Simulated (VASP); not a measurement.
# AlNi (rocksalt type) (Fm-3m) in VASP: further runs

Runs on AlNi (rocksalt type). Level: PBEsol. Tasks: density of states.

Everything below comes from runs of VASP 6.6.1. Logs are shortened: lines on timing, memory, paths and dates and some standing lists are left out, and cuts for length are marked.

### Step 1. The cell of the first run

Symmetry: Fm-3m, No. 225, cubic system. The conventional cell has a = 3.934 Å, b = 3.934 Å, c = 3.934 Å, α = 90.00°, β = 90.00°, γ = 90.00°. Within 2.6 Å of Ni (site symmetry m-3m) lie 6 Al at 1.97 Å. Within 2.6 Å of Al (site symmetry m-3m) lie 6 Ni at 1.97 Å.

### Step 2. Density of states, PBEsol (volume scaled by 0.55)

File POSCAR:

```
AlNi
1.0
    0.0000000000      1.9669772598      1.9669772598
    1.9669772598      0.0000000000      1.9669772598
    1.9669772598      1.9669772598      0.0000000000
Ni Al
1 1
Direct
    0.0000000000      0.0000000000      0.0000000000
    0.5000000000      0.5000000000      0.5000000000
```

File INCAR.step1:

```
ALGO     = Normal         # electronic algorithm
EDIFF    = 1E-6           # SCF threshold, eV
ENCUT    = 520            # plane-wave cutoff, eV
GGA      = PS             # functional
ISIF     = 2              # what is computed and relaxed
ISMEAR   = -1             # smearing method
LASPH    = T              # aspherical terms in the spheres
LCHARG   = T              # write CHGCAR
LMAXMIX  = 4              # l up to which the mixer works
LREAL    = F              # projectors in reciprocal space
LWAVE    = F              # write WAVECAR
NBANDS   = 14             # bands
NELM     = 100            # most SCF steps
PREC     = Accurate       # precision mode
SIGMA    = 0.08           # smearing width, eV
```

File KPOINTS.step1:

```
k-points
0
Gamma
  14 14 14
```

File INCAR.step2:

```
ALGO     = Normal         # electronic algorithm
EDIFF    = 1E-6           # SCF threshold, eV
ENCUT    = 520            # plane-wave cutoff, eV
GGA      = PS             # functional
ICHARG   = 11             # starting density
ISIF     = 2              # what is computed and relaxed
ISMEAR   = -5             # smearing method
LASPH    = T              # aspherical terms in the spheres
LCHARG   = F              # write CHGCAR
LMAXMIX  = 4              # l up to which the mixer works
LORBIT   = 11             # projections on sites
LREAL    = F              # projectors in reciprocal space
LWAVE    = F              # write WAVECAR
NEDOS    = 2001           # points of the DOS
NELM     = 100            # most SCF steps
PREC     = Accurate       # precision mode
SIGMA    = 0.08           # smearing width, eV
```

File KPOINTS.step2:

```
k-points
0
Gamma
  21 21 21
```

Potentials or basis: VASP PAW PBE potentials, release 64 (Ni, Al).

Command:

```sh
> cat potpaw_PBE.64/Ni/POTCAR potpaw_PBE.64/Al/POTCAR > POTCAR
> cp INCAR.step1 INCAR
> cp KPOINTS.step1 KPOINTS
> mpirun -np 1 vasp_std > vasp.out
> cp INCAR.step2 INCAR
> cp KPOINTS.step2 KPOINTS
> mpirun -np 1 vasp_std > vasp.out
```

OUTCAR:

```text
EDIFF = 1E-6
   ENCUT = 520
   GGA = PS
   ICHARG = 11
   ISIF = 2
   ISMEAR = -5
   LASPH = T
   LORBIT = 11
   LREAL = F
   NELM = 100
   PREC = Accurate

 ion  position               nearest neighbor table
   1  0.000  0.000  0.000-   2 1.97   2 1.97   2 1.97   2 1.97   2 1.97   2 1.97
   2  0.500  0.500  0.500-   1 1.97   1 1.97   1 1.97   1 1.97   1 1.97   1 1.97

  LATTYP: Found a face centered cubic cell.
 ALAT       =     3.9339545196

  Lattice vectors:

 A1 = (   0.0000000000,   1.9669772598,   1.9669772598)
 A2 = (   1.9669772598,   0.0000000000,   1.9669772598)
 A3 = (   1.9669772598,   1.9669772598,   0.0000000000)

Analysis of symmetry for initial positions (statically):
=====================================================================
 Subroutine PRICEL returns:
 Original cell was already a primitive cell.

 Routine SETGRP: Setting up the symmetry group for a
 face centered cubic supercell.

 Subroutine GETGRP returns: Found 48 space group operations
 (whereof 48 operations were pure point group operations)
 out of a pool of 48 trial point group operations.

The static configuration has the point symmetry O_h .

Analysis of symmetry for dynamics (positions and initial velocities):
=====================================================================
 Subroutine PRICEL returns:
 Original cell was already a primitive cell.

 Routine SETGRP: Setting up the symmetry group for a
 face centered cubic supercell.

 Subroutine GETGRP returns: Found 48 space group operations
 (whereof 48 operations were pure point group operations)
 out of a pool of 48 trial point group operations.

The dynamic configuration has the point symmetry O_h .

 Subroutine INISYM returns: Found 48 space group operations
 (whereof 48 operations are pure point group operations),
 and found     1 'primitive' translations

----------------------------------------------------------------------------------------

                                     Primitive cell

  volume of cell :      15.2205

  direct lattice vectors                    reciprocal lattice vectors
     0.000000000  1.966977260  1.966977260    -0.254197143  0.254197143  0.254197143
     1.966977260  0.000000000  1.966977260     0.254197143 -0.254197143  0.254197143
     1.966977260  1.966977260  0.000000000     0.254197143  0.254197143 -0.254197143

  length of vectors
     2.781725918  2.781725918  2.781725918     0.440282367  0.440282367  0.440282367

  position of ions in fractional coordinates (direct lattice)
     0.000000000  0.000000000  0.000000000
     0.500000000  0.500000000  0.500000000

  ion indices of the primitive-cell ions
   primitive index   ion index
                 1           1
                 2           2

----------------------------------------------------------------------------------------

 KPOINTS: k-points

Automatic generation of k-mesh.
 Grid dimensions read from file:
 generate k-points for:   21   21   21

 Generating k-lattice:

  Cartesian coordinates                     Fractional coordinates (reciprocal lattice)
    -0.012104626  0.012104626  0.012104626     0.047619048  0.000000000  0.000000000
     0.012104626 -0.012104626  0.012104626     0.000000000  0.047619048  0.000000000
     0.012104626  0.012104626 -0.012104626     0.000000000  0.000000000  0.047619048

  Length of vectors
     0.020965827  0.020965827  0.020965827

  Shift w.r.t. Gamma in fractional coordinates (k-lattice)
     0.000000000  0.000000000  0.000000000

 TETIRR: Found   1276 inequivalent tetrahedra from    55566

 Subroutine IBZKPT returns following result:
 ===========================================

 Found    286 irreducible k-points:

 Following reciprocal coordinates:
            Coordinates               Weight
  0.000000  0.000000  0.000000      1.000000
  0.047619  0.000000  0.000000      8.000000
  0.095238  0.000000  0.000000      8.000000
  0.142857  0.000000  0.000000      8.000000
  0.190476  0.000000  0.000000      8.000000
  0.238095  0.000000  0.000000      8.000000
[... 16 lines left out ...]
 -0.428571  0.047619  0.000000     24.000000
 -0.380952  0.047619  0.000000     24.000000
 [... further k-points ...]
   k-points           NKPTS =    286   k-points in BZ     NKDIM =    286   number of bands    NBANDS=     10
   number of dos      NEDOS =   2001   number of ions     NIONS =      2
   total plane-waves  NPLWV =  13824
   dimension x,y,z NGX =    24 NGY =   24 NGZ =   24
   dimension x,y,z NGXF=    48 NGYF=   48 NGZF=   48
   ions per type =               1   1
   NGX,Y,Z   is equivalent  to a cutoff of  14.34, 14.34, 14.34 a.u.
   NGXF,Y,Z  is equivalent  to a cutoff of  28.69, 28.69, 28.69 a.u.
 SYSTEM =  unknown system
   PREC   = accura    normal or accurate (medium, high low for compatibility)
   ISTART =      0    job   : 0-new  1-cont  2-samecut
   ICHARG =     11    charge: 1-file 2-atom 10-const
   ISPIN  =      1    spin polarized calculation?
   LNONCOLLINEAR =      F non collinear calculations
   LSORBIT =      F    spin-orbit coupling
   LASPH  =      T    aspherical Exc in radial PAW
   ENCUT  =  520.0 eV  38.22 Ry    6.18 a.u.   5.17  5.17  5.17*2*pi/ulx,y,z
   NELM   =    100;   NELMIN=  2; NELMDL=  0     # of ELM steps
   EDIFF  = 0.1E-05   stopping-criterion for ELM
   LREAL  =      F    real-space projection
   EDIFFG = 0.1E-04   stopping-criterion for IOM
   NSW    =      0    number of steps for IOM
   IBRION =     -1    ionic relax: 0-MD 1-quasi-New 2-CG
   NFREE  =      0    steps in history (QN), initial steepest desc. (CG)
   ISIF   =      2    stress and relaxation
   ISYM   =      2    0-nonsym 1-usesym 2-fastsym
   POTIM  = 0.5000    time-step for ionic-motion
   TEBEG  =    0.0;   TEEND  =   0.0 temperature during run
   PSTRESS=    0.0 pullay stress
   NELECT =      13.0000    total number of electrons
   NUPDOWN=      -1.0000    fix difference up-down
   EMIN   =  10.00;   EMAX   =-10.00  energy-range for DOS
   EFERMI =   0.00;   METHOD = LEGACY
   ISMEAR =    -5;   SIGMA  =   0.08  broadening in eV -4-tet -1-fermi 0-gaus
   EFERMI_NEDOS =   21; number of points for ismear=-14 and -15
   IALGO  =     38    algorithm
   IMIX   =      4    mixing-type and parameters
     AMIX     =   0.40;   BMIX     =  1.00
     AMIX_MAG =   1.60;   BMIX_MAG =  1.00
  volume/ion in A,a.u.               =       7.61        51.36
  Fermi-wavevector in a.u.,A,eV,Ry     =   1.553269  2.935252 32.826013  2.412644
  Thomas-Fermi vector in A             =   2.657524
   LORBIT       =     11    0 simple, 1 ext, 2 COOP (PROOUT), +10 PAW based schemes
   GGA     = PS    functional components
   LHFCALC =     F    Hartree Fock is set to
   AEXX    =    0.0000 exact exchange contribution
   IVDW    =     0    specifies the selected vdW correction
   LEPSILON=     F    determine dielectric tensor
   LRPA    =     F    only Hartree local field effects (RPA)
 non-spin polarized calculation
 Fermi weights with tetrahedron method with Bloechl corrections
  energy-cutoff  :      520.00
  volume of cell :       15.22
 maximum number of plane-waves:       424
 NGX is ok and might be reduce to    24

 number of electron      12.9999993 magnetization

 Free energy of the ion-electron system (eV)
  ---------------------------------------------------
  ext. energy  EPLUGINS =         0.00000000
  ---------------------------------------------------
  free energy    TOTEN  =        -4.39410942 eV

  energy without entropy =       -4.39410942  energy(sigma->0) =       -4.39410942

 E-fermi :  17.9166     XC(G=0): -14.4874

 val. band max:       17.9427854604   @ k =  -0.2381   0.3810   0.1429
 cond. band min:      17.8008138477   @ k =  -0.2381   0.4286   0.1905
 fundamental gap:     -0.1419716127
 Fermi energy:        17.9165878273

 k-point     1 :       0.0000    0.0000    0.0000
  band No.  band energies     occupation
      1       2.6581      2.00000
      2      12.4244      2.00000
      3      12.4244      2.00000
      4      12.4244      2.00000
      5      12.8687      2.00000
      6      12.8687      2.00000
      7      29.6159      0.00000
      8      29.6159      0.00000
      9      29.6159      0.00000
     10      30.1300      0.00000

 k-point     2 :       0.0476    0.0000    0.0000
  band No.  band energies     occupation
      1       2.7275      2.00000
      2      12.3883      2.00000
      3      12.4472      2.00000
      4      12.4472      2.00000
      5      12.8656      2.00000
      6      12.8656      2.00000
      7      28.6395      0.00000
      8      29.4558      0.00000
      9      29.4558      0.00000
     10      29.9896      0.00000

 k-point     3 :       0.0952    0.0000    0.0000
  band No.  band energies     occupation
      1       2.9344      2.00000
      2      12.2835      2.00000
      3      12.5015      2.00000
      4      12.5015      2.00000
      5      12.8703      2.00000
      6      12.8703      2.00000
      7      26.9636      0.00000
      8      29.1008      0.00000
      9      29.1008      0.00000
     10      30.0301      0.00000
[... 248 lines left out ...]
 k-point    23 :      -0.4286    0.0476    0.0000
  band No.  band energies     occupation
      1       7.6536      2.00000
      2      10.1487      2.00000
      3      12.1557      2.00000
      4      12.2071      2.00000
      5      14.2608      2.00000
      6      14.3796      2.00000
      7      16.7757      2.00000
      8      25.4653      0.00000
      9      26.2110      0.00000
     10      29.5847      0.00000

 k-point    24 :      -0.3810    0.0476    0.0000
  band No.  band energies     occupation
      1       6.9131      2.00000
      2      10.5651      2.00000
      3      12.1962      2.00000
      4      12.2418      2.00000
      5      14.0797      2.00000
      6      14.2443      2.00000
      7      17.5082      1.96046
      8      25.5278      0.00000
      9      26.6997      0.00000
     10      29.7773      0.00000

 [... further k-points ...]

------------------------ aborting loop because EDIFF is reached ----------------------------------------

  FORCE on cell =-STRESS in cart. coord.  units (eV):
  Direction    XX          YY          ZZ          XY          YZ          ZX
  --------------------------------------------------------------------------------------
  -------------------------------------------------------------------------------------
  Total       23.9768537     23.9768537     23.9768537     -0.0000000     -0.0000000      0.0000000
  in kB     2523.9152251   2523.9152251   2523.9152251     -0.0000000     -0.0000000      0.0000000
  external PRESSURE =    2523.9152251 kB  Pullay stress =       0.0000000 kB

 VOLUME and BASIS-vectors are now :
 -----------------------------------------------------------------------------
  energy-cutoff  :      520.00
  volume of cell :       15.22
      direct lattice vectors                 reciprocal lattice vectors
     0.000000000  1.966977260  1.966977260    -0.254197143  0.254197143  0.254197143
     1.966977260  0.000000000  1.966977260     0.254197143 -0.254197143  0.254197143
     1.966977260  1.966977260  0.000000000     0.254197143  0.254197143 -0.254197143

 POSITION                                       TOTAL-FORCE (eV/Angst)
 -----------------------------------------------------------------------------------
      0.00000      0.00000      0.00000         0.000000      0.000000      0.000000
      1.96698      1.96698      1.96698        -0.000000     -0.000000     -0.000000
 -----------------------------------------------------------------------------------
    total drift:                                0.000000     -0.000000     -0.000000

  FREE ENERGIE OF THE ION-ELECTRON SYSTEM (eV)
  ---------------------------------------------------
  free  energy   TOTEN  =        -4.3941094216 eV

  energy  without entropy=       -4.3941094216  energy(sigma->0) =       -4.39410942

 total charge

# of ion       s       p       d       tot
------------------------------------------
    1        0.852   0.872   9.086  10.810
    2        0.558   0.713   0.000   1.271
--------------------------------------------------
tot          1.410   1.584   9.086  12.081
```

It took 30 s on 1 thread of AMD EPYC 9R45 (Zen 5), shared host; peak memory 0.15 GiB.

What came out:

| Item | Value |
| --- | --- |
| Valence electrons inside the program's atomic spheres | Ni 10.81; Al 1.27 |

Caveat: the PAW data sets were made with another functional, which shifts forces and pressure a little; tetrahedron occupations give inexact forces and stress in metals. Spin polarisation is off, so any magnetic state and its effect on volume and gap are missing.

(Continued in part 2 of 2.)
